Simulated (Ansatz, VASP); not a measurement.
Au: VASP beside Ansatz

File INCAR:

```
PREC = Accurate
ENCUT = 520
EDIFF = 1E-6
ISMEAR = 0
SIGMA = 0.15
LREAL = False
LASPH = True
NELM = 80
ALGO = Normal
ISIF = 2
LWAVE = False
LCHARG = False
NBANDS = 12
```

Contents of KPOINTS:

```
Automatic mesh
0
Gamma
  20 20 20
```

Contents of POSCAR:

```
Au
1.0
    0.0000000000      1.9841350000      1.9841350000
    1.9841350000      0.0000000000      1.9841350000
    1.9841350000      1.9841350000      0.0000000000
Au
1
Direct
    0.0000000000      0.0000000000      0.0000000000
```

Input for Ansatz:

```yaml
crystal:
  lattice:
    - [0.0, 1.984135, 1.984135]
    - [1.984135, 0.0, 1.984135]
    - [1.984135, 1.984135, 0.0]
  atoms:
    - { symbol: Au, position: [0.0, 0.0, 0.0] }
basis:
  ecutwfc: 420
kpoints:
  mp_grid: { grid: [20, 20, 20] }
hamiltonian:
  xc: lda
scf:
  occupations: { method: gaussian, width: 0.15 }
output:
  forces: true
  stress: true
  eigenvalues: true
```

Change from the starting cell: strain -0.030 along x and y, -0.030 along z, atoms carried along.

Alike in both runs: task single point; functional LDA; k mesh 20 × 20 × 20; occupations gaussian, width 0.15 eV; no spin polarisation.

|  | VASP | Ansatz |
| --- | --- | --- |
| version | VASP 6.6.1 | Ansatz 0.2.0 |
| potentials or method | VASP PAW LDA potentials, release 64 (Au), cutoff 520 eV | scalar-relativistic, plane waves, PAW |
| valence electrons in the cell | 11 | 19 |

Ansatz gave:

- gap on the k mesh at the Fermi level (eV): none
- pressure (GPa): 13.7

What did VASP give for the same quantities?

gap on the k mesh at the Fermi level (eV): none; pressure (GPa): 14.3.

LDA's correlation is that of Perdew and Zunger in VASP and of Perdew and Wang (1992) in Ansatz. A gap of «none» marks a metal or a gap that the smearing closes. VASP's potentials hold 11 valence electrons a cell and Ansatz's 19, so a difference there can come from the potentials and not from the codes.

Neither program's run includes spin-orbit coupling.
